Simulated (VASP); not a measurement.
Here is a VASP 6.6.1 calculation.

File INCAR:

```
SYSTEM = ScSi2O3
  ALGO = Normal
  EDIFF = 1E-7
  ENCUT = 520
  GGA = PE
  ISIF = 2
  ISMEAR = 0
  LASPH = .True.
  LCHARG = .True.
  LELF = .True.
  LREAL = .False.
  LVHAR = .True.
  LWAVE = .False.
  NBANDS = 28
  NELM = 80
  PREC = Accurate
  SIGMA = 0.1
```

KPOINTS

```
k-points
0
Gamma
  6 6 4
  0 0 0
```

Contents of POSCAR:

```
ScSi2O3
1.0
    3.1728226500      0.0000000000      0.0000000000
    0.0000000000      3.1728226500      0.0000000000
    0.0000000000      0.0000000000      6.7467778400
Sc Si O
1 2 3
Direct
    0.0000000000      0.0000000000      0.6217470200
    0.5000000000      0.5000000000      0.7365469900
    0.0000000000      0.0000000000      0.2648670100
    0.5000000000      0.0000000000      0.9998509900
    0.0000000000      0.5000000000      0.9998509900
    0.5000000000      0.5000000000      0.3771390000
```

Potentials or basis: VASP PAW PBE potentials, release 64 (Sc_sv, Si, O).

The run is started by

```sh
$ cat potpaw_PBE.64/Sc_sv/POTCAR potpaw_PBE.64/Si/POTCAR potpaw_PBE.64/O/POTCAR > POTCAR
$ mpirun -np 1 vasp_std > vasp.out
```

Question: What does it give for the pressure?

Answer: 14.5 GPa.

Question: Predict the largest force.

Answer: 6.077 eV/Å.

Forces in eV/Å, atoms in the order of the input:
```
Sc   0.000  0.000 -2.296
Si   0.000  0.000  5.418
Si   0.000  0.000 -6.077
O    0.000  0.000  1.016
O    0.000  0.000  1.016
O    0.000  0.000  0.924
```

Caveat: the cell stands under pressure; an odd number of electrons without spin polarisation forces a metal; a magnetic or distorted state may lie lower.
